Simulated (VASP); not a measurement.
# HgTe (NiAs type) (P6_3/mmc) in VASP: relaxation of cell and atoms with PBE

Aim: the relaxation of cell and atoms of HgTe (NiAs type) with PBE.

Program: VASP 6.6.1. These are calculated values, not measurements. Logs are shortened: lines on timing, memory, paths and dates and some standing lists are left out, and cuts for length are marked.

## 1. The cell of the first run

The structure is hexagonal, space group P6_3/mmc (No. 194). The conventional cell has a = 4.205 Å, b = 4.205 Å, c = 6.518 Å, α = 90.00°, β = 90.00°, γ = 120.00°. Hg (site symmetry -3m) has 6 Te at 2.92 Å and 2 Hg at 3.26 Å within 3.9 Å. Within 3.9 Å of Te (site symmetry -6m2) lie 6 Hg at 2.92 Å.

## 2. Relaxation of cell and atoms, PBE, target pressure 10 GPa, at which the enthalpy is minimised

INCAR reads:

```
  ALGO = Normal
  EDIFF = 1E-6
  EDIFFG = -0.005
  ENCUT = 600
  GGA = PE
  IBRION = 2
  ISIF = 3
  ISMEAR = -1
  LASPH = T
  LCHARG = F
  LREAL = F
  LWAVE = F
  NELM = 80
  NSW = 60
  PREC = Accurate
  PSTRESS = 100.0
  SIGMA = 0.05
```

KPOINTS reads:

```
k-points
0
Gamma
  9 9 5
```

POSCAR reads:

```
HgTe
1.0
    4.2049153631      0.0000000000      0.0000000000
   -2.1024576815      3.6415635252      0.0000000000
    0.0000000000      0.0000000000      6.5176188128
Hg Te
2 2
Direct
    0.0000000000      0.0000000000      0.0000000000
    0.0000000000      0.0000000000      0.5000000000
    0.3333333333      0.6666666667      0.2500000000
    0.6666666667      0.3333333333      0.7500000000
```

Potentials or basis: VASP PAW PBE potentials, release 64 (Hg, Te).

Started as:

```bash
$ cat potpaw_PBE.64/Hg/POTCAR potpaw_PBE.64/Te/POTCAR > POTCAR
$ mpirun -np 1 vasp_std > vasp.out
```

OUTCAR:

```text
EDIFF = 1E-6
   EDIFFG = -0.005
   ENCUT = 600
   GGA = PE
   IBRION = 2
   ISIF = 3
   ISMEAR = -1
   LASPH = T
   LREAL = F
   NELM = 80
   NSW = 60
   PREC = Accurate
   PSTRESS = 100.0

 ion  position               nearest neighbor table
   1  0.000  0.000  0.000-   3 2.92   4 2.92   3 2.92   4 2.92   4 2.92   3 2.92   2 3.26   2 3.26

   2  0.000  0.000  0.500-   3 2.92   4 2.92   3 2.92   4 2.92   4 2.92   3 2.92   1 3.26   1 3.26

   3  0.333  0.667  0.250-   1 2.92   2 2.92   1 2.92   2 2.92   1 2.92   2 2.92
   4  0.667  0.333  0.750-   1 2.92   2 2.92   1 2.92   2 2.92   1 2.92   2 2.92

  LATTYP: Found a hexagonal cell.
 ALAT       =     4.2049153631
 C/A-ratio  =     1.5500000000

  Lattice vectors:

 A1 = (   4.2049153631,   0.0000000000,   0.0000000000)
 A2 = (  -2.1024576815,   3.6415635252,   0.0000000000)
 A3 = (   0.0000000000,   0.0000000000,   6.5176188128)

Analysis of symmetry for initial positions (statically):
=====================================================================
 Subroutine PRICEL returns:
 Original cell was already a primitive cell.

 Routine SETGRP: Setting up the symmetry group for a
 hexagonal supercell.

 Subroutine GETGRP returns: Found 24 space group operations
 (whereof 12 operations were pure point group operations)
 out of a pool of 24 trial point group operations.

The static configuration has the point symmetry D_3d.
 The point group associated with its full space group is D_6h.

Analysis of symmetry for dynamics (positions and initial velocities):
=====================================================================
 Subroutine PRICEL returns:
 Original cell was already a primitive cell.

 Routine SETGRP: Setting up the symmetry group for a
 hexagonal supercell.

 Subroutine GETGRP returns: Found 24 space group operations
 (whereof 12 operations were pure point group operations)
 out of a pool of 24 trial point group operations.

The dynamic configuration has the point symmetry D_3d.
 The point group associated with its full space group is D_6h.

 Subroutine INISYM returns: Found 24 space group operations
 (whereof 12 operations are pure point group operations),
 and found     1 'primitive' translations

----------------------------------------------------------------------------------------

                                     Primitive cell

  volume of cell :      99.8008

  direct lattice vectors                    reciprocal lattice vectors
     4.204915363  0.000000000  0.000000000     0.237816915  0.137303660  0.000000000
    -2.102457681  3.641563525  0.000000000     0.000000000  0.274607320  0.000000000
     0.000000000  0.000000000  6.517618813     0.000000000  0.000000000  0.153430268

  length of vectors
     4.204915363  4.204915363  6.517618813     0.274607320  0.274607320  0.153430268

  position of ions in fractional coordinates (direct lattice)
     0.000000000  0.000000000  0.000000000
     0.000000000  0.000000000  0.500000000
     0.333333333  0.666666667  0.250000000
     0.666666667  0.333333333  0.750000000

  ion indices of the primitive-cell ions
   primitive index   ion index
                 1           1
                 2           2
                 3           3
                 4           4

----------------------------------------------------------------------------------------

 KPOINTS: k-points

Automatic generation of k-mesh.
 Grid dimensions read from file:
 generate k-points for:    9    9    5

 Generating k-lattice:

  Cartesian coordinates                     Fractional coordinates (reciprocal lattice)
     0.026424102  0.015255962  0.000000000     0.111111111  0.000000000  0.000000000
     0.000000000  0.030511924  0.000000000     0.000000000  0.111111111  0.000000000
     0.000000000  0.000000000  0.030686054     0.000000000  0.000000000  0.200000000

  Length of vectors
     0.030511924  0.030511924  0.030686054

  Shift w.r.t. Gamma in fractional coordinates (k-lattice)
     0.000000000  0.000000000  0.000000000

 Subroutine IBZKPT returns following result:
 ===========================================

 Found     36 irreducible k-points:

 Following reciprocal coordinates:
            Coordinates               Weight
  0.000000  0.000000  0.000000      1.000000
  0.111111  0.000000  0.000000      6.000000
  0.222222  0.000000  0.000000      6.000000
  0.333333  0.000000  0.000000      6.000000
  0.444444  0.000000  0.000000      6.000000
  0.111111  0.111111  0.000000      6.000000
[... 16 lines left out ...]
  0.333333  0.222222  0.200000     24.000000
  0.333333  0.333333  0.200000      4.000000
 [... further k-points ...]
   k-points           NKPTS =     36   k-points in BZ     NKDIM =     36   number of bands    NBANDS=     22
   number of dos      NEDOS =    301   number of ions     NIONS =      4
   total plane-waves  NPLWV =  69984
   dimension x,y,z NGX =    36 NGY =   36 NGZ =   54
   dimension x,y,z NGXF=    72 NGYF=   72 NGZF=  108
   ions per type =               2   2
   NGX,Y,Z   is equivalent  to a cutoff of  14.23, 14.23, 13.77 a.u.
   NGXF,Y,Z  is equivalent  to a cutoff of  28.47, 28.47, 27.55 a.u.
 SYSTEM =  unknown system
   PREC   = accura    normal or accurate (medium, high low for compatibility)
   ISTART =      0    job   : 0-new  1-cont  2-samecut
   ICHARG =      2    charge: 1-file 2-atom 10-const
   ISPIN  =      1    spin polarized calculation?
   LNONCOLLINEAR =      F non collinear calculations
   LSORBIT =      F    spin-orbit coupling
   LASPH  =      T    aspherical Exc in radial PAW
   ENCUT  =  600.0 eV  44.10 Ry    6.64 a.u.   8.40  8.40 13.02*2*pi/ulx,y,z
   NELM   =     80;   NELMIN=  2; NELMDL= -5     # of ELM steps
   EDIFF  = 0.1E-05   stopping-criterion for ELM
   LREAL  =      F    real-space projection
   EDIFFG = -.5E-02   stopping-criterion for IOM
   NSW    =     60    number of steps for IOM
   IBRION =      2    ionic relax: 0-MD 1-quasi-New 2-CG
   NFREE  =      1    steps in history (QN), initial steepest desc. (CG)
   ISIF   =      3    stress and relaxation
   ISYM   =      2    0-nonsym 1-usesym 2-fastsym
   POTIM  = 0.5000    time-step for ionic-motion
   TEBEG  =    0.0;   TEEND  =   0.0 temperature during run
   PSTRESS=  100.0 pullay stress
   NELECT =      36.0000    total number of electrons
   NUPDOWN=      -1.0000    fix difference up-down
   EMIN   =  10.00;   EMAX   =-10.00  energy-range for DOS
   EFERMI =   0.00;   METHOD = LEGACY
   ISMEAR =    -1;   SIGMA  =   0.05  broadening in eV -4-tet -1-fermi 0-gaus
   EFERMI_NEDOS =   21; number of points for ismear=-14 and -15
   IALGO  =     38    algorithm
   IMIX   =      4    mixing-type and parameters
     AMIX     =   0.40;   BMIX     =  1.00
     AMIX_MAG =   1.60;   BMIX_MAG =  1.00
  volume/ion in A,a.u.               =      24.95       168.37
  Fermi-wavevector in a.u.,A,eV,Ry     =   1.165371  2.202232 18.477938  1.358090
  Thomas-Fermi vector in A             =   2.301898
   LORBIT       =      0    0 simple, 1 ext, 2 COOP (PROOUT), +10 PAW based schemes
   GGA     = PE    functional components
   LHFCALC =     F    Hartree Fock is set to
   AEXX    =    0.0000 exact exchange contribution
   IVDW    =     0    specifies the selected vdW correction
   LEPSILON=     F    determine dielectric tensor
   LRPA    =     F    only Hartree local field effects (RPA)
 conjugate gradient relaxation of ions
 non-spin polarized calculation
  energy-cutoff  :      600.00
  volume of cell :       99.80
 maximum number of plane-waves:      3362
 NGX is ok and might be reduce to    36
   NGX = 17   NGY = 17   NGZ = 27

--------------------------------------- Ionic step        1  -------------------------------------------

 number of electron      36.0000006 magnetization

 Free energy of the ion-electron system (eV)
  ---------------------------------------------------
  ext. energy  EPLUGINS =         0.00000000
  ---------------------------------------------------
  free energy    TOTEN  =        -5.71461840 eV

  energy without entropy =       -5.69975505  energy(sigma->0) =       -5.70718672

------------------------ aborting loop because EDIFF is reached ----------------------------------------

  FORCE on cell =-STRESS in cart. coord.  units (eV):
  Direction    XX          YY          ZZ          XY          YZ          ZX
  --------------------------------------------------------------------------------------
  -------------------------------------------------------------------------------------
  Total        6.8802035      6.8802035     10.8217429      0.0000000      0.0000000     -0.0000000
  in kB      110.4530628    110.4530628    173.7295474      0.0000000      0.0000000     -0.0000000
  external PRESSURE =      31.5452243 kB  Pullay stress =     100.0000000 kB
[... 105 lines left out ...]
  enthalpy is  TOTEN    =         0.4228195638 eV   P V=        6.5480294271

--------------------------------------- Ionic step        4  -------------------------------------------

 number of electron      35.9999996 magnetization

 E-fermi :   5.5130     XC(G=0): -10.3051

 val. band max:        5.5126442391   @ k =   0.0000   0.0000   0.4000
 cond. band min:       5.6122197649   @ k =   0.2222   0.0000   0.2000
 fundamental gap:      0.0995755258
 Fermi energy:         5.5129913934

 k-point     1 :       0.0000    0.0000    0.0000
  band No.  band energies     occupation
      1      -7.2677      2.00000
      2      -5.8272      2.00000
      3      -2.2218      2.00000
      4      -2.0543      2.00000
      5      -2.0543      2.00000
      6      -1.9299      2.00000
[... 574 lines left out ...]
      6      -1.6824      2.00000
[... 14 lines left out ...]
     21      10.0517      0.00000
     22      10.0517      0.00000

 [... further k-points ...]
[... 5 lines left out ...]
  --------------------------------------------------------------------------------------
  -------------------------------------------------------------------------------------
  Total        5.0405014      5.0405014      6.7024880      0.0000000      0.0000000     -0.0000000
  in kB       77.9547873     77.9547873    103.6585413      0.0000000      0.0000000     -0.0000000
  external PRESSURE =     -13.4772947 kB  Pullay stress =     100.0000000 kB
[... 185 lines left out ...]
  enthalpy is  TOTEN    =         0.2778708461 eV   P V=        6.3043939053

--------------------------------------- Ionic step        9  -------------------------------------------

 number of electron      36.0000006 magnetization

 Free energy of the ion-electron system (eV)
  ---------------------------------------------------
  ext. energy  EPLUGINS =         0.00000000
  ---------------------------------------------------
  free energy    TOTEN  =        -6.05352605 eV

  energy without entropy =       -6.04245605  energy(sigma->0) =       -6.04799105

 E-fermi :   5.8133     XC(G=0): -10.4222

 val. band max:        5.7169872979   @ k =   0.4444   0.0000   0.2000
 cond. band min:       5.8172014753   @ k =   0.3333   0.0000   0.2000
 fundamental gap:      0.1002141773
 Fermi energy:         5.8133325750

 k-point     1 :       0.0000    0.0000    0.0000
  band No.  band energies     occupation
      1      -7.1758      2.00000
      2      -5.8289      2.00000
      3      -2.1642      2.00000
      4      -1.8096      2.00000
      5      -1.8096      2.00000
      6      -1.6921      2.00000
[... 574 lines left out ...]
      6      -1.5061      2.00000
[... 14 lines left out ...]
     21       9.9558      0.00000
     22       9.9558      0.00000

 [... further k-points ...]
[... 5 lines left out ...]
  --------------------------------------------------------------------------------------
  -------------------------------------------------------------------------------------
  Total        6.3140081      6.3140081      6.3409428      0.0000000     -0.0000000     -0.0000000
  in kB       99.7354094     99.7354094    100.1608672      0.0000000     -0.0000000     -0.0000000
  external PRESSURE =      -0.1227713 kB  Pullay stress =     100.0000000 kB
[... 19 lines left out ...]
  FREE ENERGIE OF THE ION-ELECTRON SYSTEM (eV)
  ---------------------------------------------------
  free  energy   TOTEN  =        -6.0535260547 eV

  energy  without entropy=       -6.0424560535  energy(sigma->0) =       -6.04799105

  enthalpy is  TOTEN    =         0.2772326385 eV   P V=        6.3307586932

 reached required accuracy - stopping structural energy minimisation
```

Wall time 14 min (1 thread of Intel Xeon 8259CL, shared host); peak memory 0.33 GiB.

What came out:

| Quantity | Value |
| --- | --- |
| Free energy | -6.0535 eV |
| Relaxed volume | 25.36 Å³/atom |
| Relaxed cell | a = 4.017 Å, b = 4.017 Å, c = 7.258 Å, α = 90.00°, β = 90.00°, γ = 120.00° |
| Space group after relaxing (to 0.1 Å) | P6_3/mmc (No. 194) |
| Energy change on relaxing (the run minimises the enthalpy) | -84.7 meV/atom |
| Ionic steps | 9 |
| Pressure after relaxing | 10.0 GPa |
| Band gap on the k mesh | zero (bands 18 and 19 overlap by 2.98 eV) |

Step by step:
```
step  energy change (eV)  largest force (eV/Å)  pressure (GPa)  volume (Å³)
   1              0.0000                0.0000           13.15        99.80
   2             -0.5270                0.0000            6.33       106.99
   3             -0.4106                0.0000            8.04       104.91
   4             -0.4271                0.0000            8.65       103.60
   5             -0.3823                0.0000            9.43       102.18
   6             -0.3509                0.0000            9.77       101.63
   7             -0.3556                0.0000            9.72       101.70
   8             -0.3119                0.0000           10.41       101.01
   9             -0.3389                0.0000            9.99       101.43
```

Final structure:
```yaml
crystal:
  lattice:
    - [4.01714, 0.00000, 0.00000]
    - [-2.00857, 3.47895, 0.00000]
    - [0.00000, 0.00000, 7.25773]
  atoms:
    - { symbol: Hg, position: [0.00000, 0.00000, 0.00000] }
    - { symbol: Hg, position: [0.00000, 0.00000, 0.50000] }
    - { symbol: Te, position: [0.33333, 0.66667, 0.25000] }
    - { symbol: Te, position: [0.66667, 0.33333, 0.75000] }
```

Caveat: the cell is relaxed towards a set pressure, so the run minimises the enthalpy, not the energy; spin-orbit coupling is left out, which moves the levels of the heavy elements.

The gap in the log of VASP goes by the Fermi energy; the results here count the filled bands.